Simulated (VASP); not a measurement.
# PbSe (Clausthalite) (Fm-3m) in VASP: further runs

Aim: see how the results for PbSe (Clausthalite) move with the level of theory and the settings. Levels: revPBE+D4, RPBE+D3(BJ). Tasks: single point.

Program: VASP 6.6.1. These are calculated values, not measurements. Logs are shortened: lines on timing, memory, paths and dates and some standing lists are left out, and cuts for length are marked.

**1. The cell of the first run**

Symmetry: Fm-3m, No. 225, cubic system. Conventional cell: a = 5.996 Å, b = 5.996 Å, c = 5.996 Å, α = 90.00°, β = 90.00°, γ = 90.00°. Within 3.9 Å of Pb (site symmetry m-3m) lie 6 Se at 3.00 Å. Se (site symmetry m-3m) has 6 Pb at 3.00 Å within 3.9 Å.

**2. Single point, revPBE+D4**

Input file INCAR:

```
PREC = Accurate
ENCUT = 520
EDIFF = 1E-6
ISMEAR = -1
SIGMA = 0.05
LREAL = False
LASPH = True
NELM = 60
ALGO = Normal
ISIF = 2
LWAVE = False
LCHARG = True
GGA = RE
IVDW = 13
LELF = True
LVHAR = True
NBANDS = 17
```

Input file KPOINTS:

```
Automatic mesh
0
Gamma
  8 8 8
```

Input file POSCAR:

```
PbSe
1.0
    0.0000000000      2.9981702236      2.9981702236
    2.9981702236      0.0000000000      2.9981702236
    2.9981702236      2.9981702236      0.0000000000
Pb Se
1 1
Direct
    0.0000000000      0.0000000000      0.0000000000
    0.5000000000      0.5000000000      0.5000000000
```

Potentials or basis: VASP PAW PBE potentials, release 64 (Pb_d, Se).

Command:

```bash
> cat potpaw_PBE.64/Pb_d/POTCAR potpaw_PBE.64/Se/POTCAR > POTCAR
> mpirun -np 1 vasp_std > vasp.out
```

OUTCAR:

```text
PREC = Accurate
   ENCUT = 520
   EDIFF = 1E-6
   ISMEAR = -1
   LREAL = False
   LASPH = True
   NELM = 60
   ISIF = 2
   GGA = RE
   IVDW = 13

 ion  position               nearest neighbor table
   1  0.000  0.000  0.000-   2 3.00   2 3.00   2 3.00   2 3.00   2 3.00   2 3.00
   2  0.500  0.500  0.500-   1 3.00   1 3.00   1 3.00   1 3.00   1 3.00   1 3.00

  LATTYP: Found a face centered cubic cell.
 ALAT       =     5.9963404472

  Lattice vectors:

 A1 = (   0.0000000000,   2.9981702236,   2.9981702236)
 A2 = (   2.9981702236,   0.0000000000,   2.9981702236)
 A3 = (   2.9981702236,   2.9981702236,   0.0000000000)

Analysis of symmetry for initial positions (statically):
=====================================================================
 Subroutine PRICEL returns:
 Original cell was already a primitive cell.

 Routine SETGRP: Setting up the symmetry group for a
 face centered cubic supercell.

 Subroutine GETGRP returns: Found 48 space group operations
 (whereof 48 operations were pure point group operations)
 out of a pool of 48 trial point group operations.

The static configuration has the point symmetry O_h .

Analysis of symmetry for dynamics (positions and initial velocities):
=====================================================================
 Subroutine PRICEL returns:
 Original cell was already a primitive cell.

 Routine SETGRP: Setting up the symmetry group for a
 face centered cubic supercell.

 Subroutine GETGRP returns: Found 48 space group operations
 (whereof 48 operations were pure point group operations)
 out of a pool of 48 trial point group operations.

The dynamic configuration has the point symmetry O_h .

 Subroutine INISYM returns: Found 48 space group operations
 (whereof 48 operations are pure point group operations),
 and found     1 'primitive' translations

----------------------------------------------------------------------------------------

                                     Primitive cell

  volume of cell :      53.9013

  direct lattice vectors                    reciprocal lattice vectors
     0.000000000  2.998170224  2.998170224    -0.166768383  0.166768383  0.166768383
     2.998170224  0.000000000  2.998170224     0.166768383 -0.166768383  0.166768383
     2.998170224  2.998170224  0.000000000     0.166768383  0.166768383 -0.166768383

  length of vectors
     4.240052993  4.240052993  4.240052993     0.288851312  0.288851312  0.288851312
[... 79 lines left out ...]
   ENCUT  =  520.0 eV  38.22 Ry    6.18 a.u.   7.88  7.88  7.88*2*pi/ulx,y,z
   NELM   =     60;   NELMIN=  2; NELMDL= -5     # of ELM steps
   EDIFF  = 0.1E-05   stopping-criterion for ELM
   LREAL  =      F    real-space projection
   EDIFFG = 0.1E-04   stopping-criterion for IOM
   NSW    =      0    number of steps for IOM
   IBRION =     -1    ionic relax: 0-MD 1-quasi-New 2-CG
   NFREE  =      0    steps in history (QN), initial steepest desc. (CG)
   ISIF   =      2    stress and relaxation
   ISYM   =      2    0-nonsym 1-usesym 2-fastsym
   POTIM  = 0.5000    time-step for ionic-motion
   TEBEG  =    0.0;   TEEND  =   0.0 temperature during run
   PSTRESS=    0.0 pullay stress
   NELECT =      20.0000    total number of electrons
   NUPDOWN=      -1.0000    fix difference up-down
   EMIN   =  10.00;   EMAX   =-10.00  energy-range for DOS
   EFERMI =   0.00;   METHOD = LEGACY
   ISMEAR =    -1;   SIGMA  =   0.05  broadening in eV -4-tet -1-fermi 0-gaus
   EFERMI_NEDOS =   21; number of points for ismear=-14 and -15
   IALGO  =     38    algorithm
   IMIX   =      4    mixing-type and parameters
     AMIX     =   0.40;   BMIX     =  1.00
     AMIX_MAG =   1.60;   BMIX_MAG =  1.00
  volume/ion in A,a.u.               =      26.95       181.87
  Fermi-wavevector in a.u.,A,eV,Ry     =   1.176391  2.223058 18.829061  1.383897
  Thomas-Fermi vector in A             =   2.312756
   LORBIT       =      0    0 simple, 1 ext, 2 COOP (PROOUT), +10 PAW based schemes
   GGA     = RE    functional components
   LHFCALC =     F    Hartree Fock is set to
   AEXX    =    0.0000 exact exchange contribution
   IVDW    =    13    specifies the selected vdW correction
   LEPSILON=     F    determine dielectric tensor
   LRPA    =     F    only Hartree local field effects (RPA)
 non-spin polarized calculation
  energy-cutoff  :      520.00
  volume of cell :       53.90
 maximum number of plane-waves:      1475
   NGX = 15   NGY = 15   NGZ = 15

 number of electron      20.0000001 magnetization

 Free energy of the ion-electron system (eV)
  ---------------------------------------------------
  ext. energy  EPLUGINS =         0.00000000
  ---------------------------------------------------
  free energy    TOTEN  =        -7.43697573 eV

  energy without entropy =       -7.43613709  energy(sigma->0) =       -7.43655641

 E-fermi :   6.0782     XC(G=0):  -9.7206

 val. band max:        6.0171037200   @ k =   0.5000   0.0000   0.0000
 cond. band min:       6.1392545771   @ k =   0.5000   0.0000   0.0000
 fundamental gap:      0.1221508571
 Fermi energy:         6.0781845528

 k-point     1 :       0.0000    0.0000    0.0000
  band No.  band energies     occupation
      1     -11.0535      2.00000
      2     -11.0535      2.00000
      3     -11.0535      2.00000
      4     -11.0499      2.00000
      5     -11.0499      2.00000
      6      -8.1806      2.00000
[... 457 lines left out ...]
      4     -11.0279      2.00000
      5     -11.0086      2.00000
      6      -6.7204      2.00000
[... 9 lines left out ...]
     16      16.8242      0.00000
     17      17.0062      0.00000

 [... further k-points ...]

------------------------ aborting loop because EDIFF is reached ----------------------------------------

  DFT-D4 for vdW energy calculation

  Edisp (eV):   -1.31401

  FORCE on cell =-STRESS in cart. coord.  units (eV):
  Direction    XX          YY          ZZ          XY          YZ          ZX
  --------------------------------------------------------------------------------------
  -------------------------------------------------------------------------------------
  Total       1.30902     1.30902     1.30902     0.00000     0.00000     0.00000
  in kB      38.90977    38.90977    38.90977     0.00000     0.00000     0.00000
  external pressure =       38.91 kB  Pullay stress =        0.00 kB

 VOLUME and BASIS-vectors are now :
 -----------------------------------------------------------------------------
  energy-cutoff  :      520.00
  volume of cell :       53.90
      direct lattice vectors                 reciprocal lattice vectors
     0.000000000  2.998170224  2.998170224    -0.166768383  0.166768383  0.166768383
     2.998170224  0.000000000  2.998170224     0.166768383 -0.166768383  0.166768383
     2.998170224  2.998170224  0.000000000     0.166768383  0.166768383 -0.166768383

 POSITION                                       TOTAL-FORCE (eV/Angst)
 -----------------------------------------------------------------------------------
      0.00000      0.00000      0.00000        -0.000000     -0.000000     -0.000000
      2.99817      2.99817      2.99817         0.000000      0.000000      0.000000
 -----------------------------------------------------------------------------------
    total drift:                                0.000000     -0.000000     -0.000000

  FREE ENERGIE OF THE ION-ELECTRON SYSTEM (eV)
  ---------------------------------------------------
  free  energy   TOTEN  =        -8.7509820181 eV

  energy  without entropy=       -8.7501433742  energy(sigma->0) =       -8.75056270
```

Wall time 21 s (1 thread of Intel Xeon 6975P-C, shared host); peak memory 0.19 GiB.

What came out:

| Item | Value |
| --- | --- |
| Free energy | -8.7510 eV |
| Pressure | 3.9 GPa |
| Band gap on the k mesh | 0.12 eV, direct |
| Dispersion energy per atom | -0.657 eV |

Caveat: the PAW data sets were made with another functional, which shifts forces and pressure a little; spin-orbit coupling is left out, which moves the levels of the heavy elements.

**3. Single point, RPBE+D3(BJ)**

This run uses another cell than the first one, of 27.52 Å³/atom, 1.021 times its volume.

Input file INCAR:

```
ALGO     = Normal         # electronic algorithm
EDIFF    = 1E-6           # SCF threshold, eV
ENCUT    = 520            # plane-wave cutoff, eV
GGA      = RP             # functional
ISIF     = 2              # what is computed and relaxed
ISMEAR   = -1             # smearing method
IVDW     = 12             # dispersion correction
LASPH    = T              # aspherical terms in the spheres
LCHARG   = T              # write CHGCAR
LELF     = T              # ELF
LREAL    = F              # projectors in reciprocal space
LVHAR    = T            
LWAVE    = F              # write WAVECAR
NBANDS   = 17             # bands
NELM     = 80             # most SCF steps
PREC     = Accurate       # precision mode
SIGMA    = 0.05           # smearing width, eV
```

Input file KPOINTS:

```
k-points
0
Gamma
  8 8 8
```

Input file POSCAR:

```
PbSe
1.0
    0.0000000000      3.0192847941      3.0192847941
    3.0192847941      0.0000000000      3.0192847941
    3.0192847941      3.0192847941      0.0000000000
Pb Se
1 1
Direct
    0.0000000000      0.0000000000      0.0000000000
    0.5000000000      0.5000000000      0.5000000000
```

Potentials or basis: VASP PAW PBE potentials, release 64 (Pb_d, Se).

Command:

```bash
> cat potpaw_PBE.64/Pb_d/POTCAR potpaw_PBE.64/Se/POTCAR > POTCAR
> mpirun -np 1 vasp_std > vasp.out
```

Wall time 29 s (1 thread of Intel Xeon 6975P-C, shared host); peak memory 0.19 GiB.

Results (log left out):

```yaml
Free_energy: -11.0673 eV
Pressure: -8.9 GPa
Band_gap_on_the_k_mesh: 0.23 eV, direct
Dispersion_energy_per_atom: -1.841 eV
```

Levels at points of the mesh, in eV from the valence-band top:
| k point | band 8 | band 9 | band 10 | band 11 | band 12 | band 13 |
| --- | --- | --- | --- | --- | --- | --- |
| (0.00, 0.00, 0.00) | -2.13 | -2.13 | -2.13 | 4.81 | 4.81 | 4.81 |
| (0.50, 0.00, 0.00) | -1.69 | -1.69 | 0.00 | 0.23 | 1.60 | 1.60 |
| (0.50, 0.50, 0.00) | -5.36 | -3.54 | -3.54 | 3.54 | 5.77 | 5.77 |

Caveat: the PAW data sets were made with another functional, which shifts forces and pressure a little; spin-orbit coupling is left out, which moves the levels of the heavy elements. A k mesh can miss the band edges.

**4. Single point, RPBE+D3(BJ)**

This run uses another cell than the first one, of 28.10 Å³/atom, 1.043 times its volume.

Input file INCAR:

```
SYSTEM = PbSe
PREC = Accurate
ENCUT = 520
EDIFF = 1E-6
ISMEAR = -1
SIGMA = 0.05
LREAL = .FALSE.
LASPH = .TRUE.
NELM = 60
ALGO = Normal
ISIF = 2
LWAVE = .FALSE.
LCHARG = .TRUE.
GGA = RP
IVDW = 12
LELF = .TRUE.
LVHAR = .TRUE.
NBANDS = 17
```

Input file KPOINTS:

```
Automatic mesh
0
G
  8 8 8
  0 0 0
```

Input file POSCAR:

```
PbSe
1.0
    0.0000000000      3.0401081059      3.0401081059
    3.0401081059      0.0000000000      3.0401081059
    3.0401081059      3.0401081059      0.0000000000
Pb Se
1 1
Direct
    0.0000000000      0.0000000000      0.0000000000
    0.5000000000      0.5000000000      0.5000000000
```

Potentials or basis: VASP PAW PBE potentials, release 64 (Pb_d, Se).

Command:

```bash
> cat potpaw_PBE.64/Pb_d/POTCAR potpaw_PBE.64/Se/POTCAR > POTCAR
> mpirun -np 1 vasp_std > vasp.out
```

OUTCAR:

```text
SYSTEM = PbSe
   PREC = Accurate
   ENCUT = 520
   EDIFF = 1E-6
   ISMEAR = -1
   LREAL = .FALSE.
   LASPH = .TRUE.
   NELM = 60
   ISIF = 2
   GGA = RP
   IVDW = 12
 IVDW          = 12

 ion  position               nearest neighbor table
   1  0.000  0.000  0.000-   2 3.04   2 3.04   2 3.04   2 3.04   2 3.04   2 3.04
   2  0.500  0.500  0.500-   1 3.04   1 3.04   1 3.04   1 3.04   1 3.04   1 3.04

  LATTYP: Found a face centered cubic cell.
 ALAT       =     6.0802162118

  Lattice vectors:

 A1 = (   0.0000000000,   3.0401081059,   3.0401081059)
 A2 = (   3.0401081059,   0.0000000000,   3.0401081059)
 A3 = (   3.0401081059,   3.0401081059,   0.0000000000)

Analysis of symmetry for initial positions (statically):
=====================================================================
 Subroutine PRICEL returns:
 Original cell was already a primitive cell.

 Routine SETGRP: Setting up the symmetry group for a
 face centered cubic supercell.

 Subroutine GETGRP returns: Found 48 space group operations
 (whereof 48 operations were pure point group operations)
 out of a pool of 48 trial point group operations.

[... 160 lines left out ...]

 E-fermi :   5.6205     XC(G=0):  -9.4781

 val. band max:        5.4681774863   @ k =   0.5000   0.0000   0.0000
 cond. band min:       5.7728892490   @ k =   0.5000   0.0000   0.0000
 fundamental gap:      0.3047117627
 Fermi energy:         5.6205463995

 k-point     1 :       0.0000    0.0000    0.0000
  band No.  band energies     occupation
      1     -11.4980      2.00000
      2     -11.4980      2.00000
      3     -11.4980      2.00000
      4     -11.4908      2.00000
      5     -11.4908      2.00000
      6      -8.3003      2.00000
[... 457 lines left out ...]
      4     -11.4759      2.00000
      5     -11.4598      2.00000
      6      -6.9802      2.00000
[... 9 lines left out ...]
     16      16.3109      0.00000
     17      16.4668      0.00000

 [... further k-points ...]

------------------------ aborting loop because EDIFF is reached ----------------------------------------

 Edisp (eV)   -3.57261

 E8    (eV) :    -2.3880

  FORCE on cell =-STRESS in cart. coord.  units (eV):
  Direction    XX          YY          ZZ          XY          YZ          ZX
  --------------------------------------------------------------------------------------
  -------------------------------------------------------------------------------------
  Total      -3.38917    -3.38917    -3.38917     0.00000     0.00000    -0.00000
  in kB     -96.62882   -96.62882   -96.62882     0.00000     0.00000    -0.00000
  external pressure =      -96.63 kB  Pullay stress =        0.00 kB

 VOLUME and BASIS-vectors are now :
 -----------------------------------------------------------------------------
  energy-cutoff  :      520.00
  volume of cell :       56.19
      direct lattice vectors                 reciprocal lattice vectors
     0.000000000  3.040108106  3.040108106    -0.164467836  0.164467836  0.164467836
     3.040108106  0.000000000  3.040108106     0.164467836 -0.164467836  0.164467836
     3.040108106  3.040108106  0.000000000     0.164467836  0.164467836 -0.164467836

 POSITION                                       TOTAL-FORCE (eV/Angst)
 -----------------------------------------------------------------------------------
      0.00000      0.00000      0.00000        -0.000000      0.000000     -0.000000
      3.04011      3.04011      3.04011         0.000000     -0.000000      0.000000
 -----------------------------------------------------------------------------------
    total drift:                                0.000000     -0.000000     -0.000000

  FREE ENERGIE OF THE ION-ELECTRON SYSTEM (eV)
  ---------------------------------------------------
  free  energy   TOTEN  =       -11.0012989987 eV

  energy  without entropy=      -11.0010103484  energy(sigma->0) =      -11.00115467
```

OSZICAR:

```text
N       E                     dE             d eps       ncg     rms          rms(c)
DAV:   1     0.155918536231E+03    0.15592E+03   -0.96273E+03   986   0.122E+03
DAV:   2     0.372980869116E+01   -0.15219E+03   -0.14741E+03  1023   0.306E+02
DAV:   3    -0.743211135959E+01   -0.11162E+02   -0.11068E+02  1297   0.902E+01
DAV:   4    -0.768102879476E+01   -0.24892E+00   -0.24877E+00  1188   0.148E+01
DAV:   5    -0.769001731922E+01   -0.89885E-02   -0.89881E-02  1420   0.278E+00    0.295E+00
DAV:   6    -0.742462464677E+01    0.26539E+00   -0.63157E-01  1512   0.543E+00    0.176E+00
DAV:   7    -0.742229345207E+01    0.23312E-02   -0.12841E-01  1152   0.177E+00    0.927E-01
DAV:   8    -0.742876509904E+01   -0.64716E-02   -0.16079E-02  1149   0.137E+00    0.151E-01
DAV:   9    -0.742855096947E+01    0.21413E-03   -0.27699E-03  1526   0.565E-01    0.535E-02
DAV:  10    -0.742866211731E+01   -0.11115E-03   -0.36878E-04  1132   0.110E-01    0.221E-02
DAV:  11    -0.742869079552E+01   -0.28678E-04   -0.15862E-04  1247   0.122E-01    0.136E-02
DAV:  12    -0.742869114525E+01   -0.34973E-06   -0.83801E-06  1220   0.172E-02
   1 F= -.11001299E+02 E0= -.11001155E+02  d E =-.288650E-03
```

stdout:

```text
POSCAR found type information on POSCAR PbSe
 POSCAR found :  2 types and       2 ions
 scaLAPACK will be used
 -----------------------------------------------------------------------------
|                                                                             |
|                                                                             |
|     You enforced a specific xc type in the INCAR file but a different       |
|     I HOPE YOU KNOW WHAT YOU ARE DOING!                                     |
|                                                                             |
 -----------------------------------------------------------------------------

 LDA part: xc-table for (Slater+PW92), standard interpolation
 POSCAR, INCAR and KPOINTS ok, starting setup
 FFT: planning ... GRIDC
 FFT: planning ... GRID_SOFT
 FFT: planning ... GRID
 WAVECAR not read
 entering main loop
```

Wall time 19 s (1 thread of Intel Xeon 6975P-C, shared host); peak memory 0.2 GiB.

What came out:

```yaml
Free_energy: -11.0013 eV
Pressure: -9.7 GPa
Band_gap_on_the_k_mesh: 0.30 eV, direct
Dispersion_energy_per_atom: -1.786 eV
```

Levels at points of the mesh, in eV from the valence-band top:
```tsv
k point	band 6	band 7	band 8	band 9	band 10	band 11	band 12	band 13	band 14	band 15
(0.00, 0.00, 0.00)	-13.77	-6.25	-2.01	-2.01	-2.01	4.78	4.78	4.78	6.48	6.48
(0.50, 0.00, 0.00)	-12.65	-8.92	-1.59	-1.59	0.00	0.30	1.67	1.67	8.67	10.12
(0.50, 0.50, 0.00)	-12.26	-7.41	-5.15	-3.38	-3.38	3.66	5.71	5.71	6.17	11.28
```

Caveat: the PAW data sets were made with another functional, which shifts forces and pressure a little; spin-orbit coupling is left out, which moves the levels of the heavy elements.

**5. Summary**

```csv
level,cell,gap on the mesh (eV),pressure (GPa)
revPBE+D4,"a = 4.240 Å, angles 60.0°, 2 atoms",0.12,3.9
RPBE+D3(BJ),"a = 4.270 Å, angles 60.0°, 2 atoms",0.23,-8.9
RPBE+D3(BJ),"a = 4.299 Å, angles 60.0°, 2 atoms",0.30,-9.7
```

Alike in all rows: task single point; potentials or basis VASP PAW PBE potentials, release 64 (Pb_d, Se); no spin polarisation; k mesh 8 × 8 × 8; cutoff (eV) 520; smearing fermi-dirac 0.05 eV.

Caveats: the PAW data sets were made with another functional, which shifts forces and pressure a little; spin-orbit coupling is left out, which moves the levels of the heavy elements.

Total energies depend on the potentials used, so only differences within one code and one set of settings carry meaning.
